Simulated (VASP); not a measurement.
A run of VASP 6.6.1 is set up as follows.

Contents of INCAR:

```
SYSTEM = W
PREC     = Accurate       ! precision mode
ENCUT    = 520            ! plane-wave cutoff, eV
EDIFF    = 1E-7           ! SCF threshold, eV
ISMEAR   = -1             ! smearing method
SIGMA    = 0.08           ! smearing width, eV
LREAL    = .FALSE.        ! projectors in reciprocal space
LASPH    = .TRUE.         ! aspherical terms in the spheres
NELM     = 80             ! most SCF steps
ALGO     = Normal         ! electronic algorithm
ISIF     = 2              ! what is computed and relaxed
LWAVE    = .FALSE.        ! write WAVECAR
LCHARG   = .FALSE.        ! write CHGCAR
GGA      = PS             ! functional
NBANDS   = 13             ! bands
```

Contents of KPOINTS:

```
regular mesh
0
G
  19 19 19
  0 0 0
```

The input POSCAR:

```
W
1.0
   -1.5768857588      1.5768857588      1.5768857588
    1.5768857588     -1.5768857588      1.5768857588
    1.5768857588      1.5768857588     -1.5768857588
W
1
Direct
    0.0000000000      0.0000000000      0.0000000000
```

Potentials or basis: VASP PAW PBE potentials, release 64 (W_sv).

Command:

```sh
$ cat potpaw_PBE.64/W_sv/POTCAR > POTCAR
$ mpirun -np 1 vasp_std > vasp.out
```

Q: Estimate the band gap on the k mesh.

A: Zero (bands 7 and 8 overlap by 6.16 eV).

Q: What does it give for the pressure?

A: 0.6 GPa.

Caveat: the PAW data sets were made with another functional, which shifts forces and pressure a little; spin-orbit coupling is left out, which moves the levels of the heavy elements.
